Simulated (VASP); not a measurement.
The system is TbHgB4.

```
Tb B Hg
1.0
     5.11621    0.00000    0.00000
    -2.55810    4.43077    0.00000
     0.00000    0.00000    4.17996
Tb B Hg
1 4 1
Direct
  0.33333 0.66667 0.00000
  0.90759 0.09241 0.00000
  0.90759 0.81518 0.00000
  0.18482 0.09241 0.00000
  0.33333 0.66667 0.50000
  0.00000 0.00000 0.50000
```

The cell was generated, and may not be a known phase.

```yaml
Program: VASP 6.6.1
Task: relaxation of cell and atoms
Functional: PBE
Potentials_or_basis: VASP PAW PBE potentials, release 64 (Tb_3, B, Hg), 4f in core
Cutoff: 500 eV
k_mesh: 4 × 4 × 4
Occupations: gaussian, width 0.2 eV
Spin: no spin polarisation
```

At the start: pressure 28.4 GPa; volume 15.79 Å³/atom.

Q: Where does the relaxation end?

A: Over 13 steps the energy falls by 579.5 meV/atom and the volume is 18.88 Å³/atom (+19.6 %); space group P-6m2 (No. 187, to 0.1 Å) before and after.

The path:
```csv
step,energy change (eV),largest force (eV/Å),pressure (GPa),volume (Å³)
1,0.0000,9.5656,28.41,94.75
2,0.4131,1.5977,-9.75,138.11
3,-0.5073,2.1864,-8.77,129.04
4,-1.2569,2.4692,-7.19,121.90
5,-2.3970,2.1964,0.71,107.80
6,-2.3430,0.1293,7.55,102.32
7,-2.4422,1.7409,2.58,105.98
8,-3.4199,0.7693,-1.28,113.72
9,-3.4605,0.2541,-1.57,116.25
10,-3.4618,0.3520,-1.55,115.81
11,-3.4620,0.7134,0.85,112.76
12,-3.4737,0.1608,-0.38,114.25
13,-3.4768,0.0575,-0.15,113.30
```

Final structure:
```xyz
6
Lattice="5.0913 0.0000 0.0000 -2.5456 4.4092 0.0000 0.0000 0.0000 5.0471" Properties=species:S:1:pos:R:3 pbc="T T T"
Tb    0.0000    2.9394    0.0000
B     4.2825    0.4670    0.0000
B     2.5456    3.4753    0.0000
B     0.8088    0.4670    0.0000
B     0.0000    2.9394    2.5236
Hg    0.0000    0.0000    2.5236
```

Caveat: the k points lie up to 0.36 Å⁻¹ apart in the final cell, too coarse for converged energies and pressures of a metal; the volume moved by over 15 % at a fixed basis, so the end points are rough; the relaxation stopped at a loose force limit of 0.08 eV/Å, so its end isn't a converged minimum.
